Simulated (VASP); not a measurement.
# Re: single point with PBE

Re:

```
Re
1.0
     2.77482    0.00000    0.00000
    -1.38741    2.40307    0.00000
     0.00000    0.00000    4.84300
Re
2
Direct
  0.33333 0.66667 0.25000
  0.66667 0.33333 0.75000
```

* Program: VASP 6.6.1
* Task: single point
* Functional: PBE
* Potentials or basis: VASP PAW PBE potentials, release 64 (Re)
* Cutoff: 520 eV
* k mesh: 18 × 18 × 10
* Occupations: gaussian, width 0.15 eV
* Spin: no spin polarisation

```yaml
Pressure: -22.4 GPa
Band_gap_on_the_k_mesh: zero (bands 7 and 8 overlap by 2.57 eV)
```

Stress tensor (GPa, compression positive):
```
-13.43   0.00   0.00
  0.00 -13.43   0.00
  0.00   0.00 -40.46
```

Levels at points of the mesh, in eV from the Fermi level:
```
           k point  band 3  band 4  band 5  band 6  band 7  band 8  band 9  band 10  band 11  band 12
(0.00, 0.00, 0.00)   -2.30   -1.37   -1.37   -0.83   -0.83   -0.40    0.68     0.68     2.86     2.86
(0.50, 0.00, 0.00)   -4.84   -1.85   -1.49   -1.22   -1.12    3.25    3.92     4.21     5.21     6.19
(0.00, 0.00, 0.50)   -2.67   -2.67   -1.36   -1.36   -1.36   -1.36    2.12     2.12     2.12     2.12
(0.50, 0.00, 0.50)   -3.98   -3.98    0.54    0.54    0.71    0.71    3.89     3.89     4.08     4.08
```

Run time: 86 s on 1 thread of Intel(R) Xeon(R) Platinum 8259CL CPU @ 2.50GHz (Skylake/Cascade Lake), with other jobs on the host, peak memory 0.22 GiB.

Caveat: the stress differs along the axes, from -40 to -13 GPa; spin-orbit coupling is left out, which moves the levels of the heavy elements.
